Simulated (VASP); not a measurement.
Runs of VASP 6.6.1 on BP. The structure is cubic, space group Pm-3m (No. 221). Conventional cell: a = 2.708 Å, b = 2.708 Å, c = 2.708 Å, α = 90.00°, β = 90.00°, γ = 90.00°. B (site symmetry m-3m) has 8 P at 2.35 Å and 6 B at 2.71 Å within 3.1 Å. Within 3.1 Å of P (site symmetry m-3m) lie 8 B at 2.35 Å and 6 P at 2.71 Å. 

```tsv
level	potentials or basis	k mesh	cutoff (eV)	smearing	grid for exact exchange (PRECFOCK)	screening parameter	second run	gap on the mesh (eV)	pressure (GPa)
HSE06	VASP PAW PBE potentials, release 64 (B, P)	3 × 3 × 3	520	fermi-dirac 0.02 eV	Normal	0.2079 1/Å	-	none	18.4
HSE06	VASP PAW PBE potentials, release 64 (B_h, P)	3 × 3 × 3	910	fermi-dirac 0.02 eV	Normal	0.2079 1/Å	hard_potentials	none	(a)
PBE	VASP PAW PBE potentials, release 64 (B, P)	6 × 6 × 6	520	fermi-dirac 0.5 eV	-	-	-	none	3.7
PBE	VASP PAW PBE potentials, release 64 (B, P)	6 × 6 × 6	520	fermi-dirac 0.02 eV	-	-	-	none	3.9
PBE	VASP PAW PBE potentials, release 64 (B, P)	5 × 5 × 5	520	fermi-dirac 0.02 eV	-	-	-	none	(b)
```

Alike in all rows: task single point; no spin polarisation; cell as given.

Q: Fill in the values left out.

A: (a) 18.3; (b) 0.5.

Caveats: all runs use coarse meshes; the PAW data sets were made with another functional, which shifts forces and pressure a little (some runs).

A gap of «none» marks levels without a gap at the run's occupations.
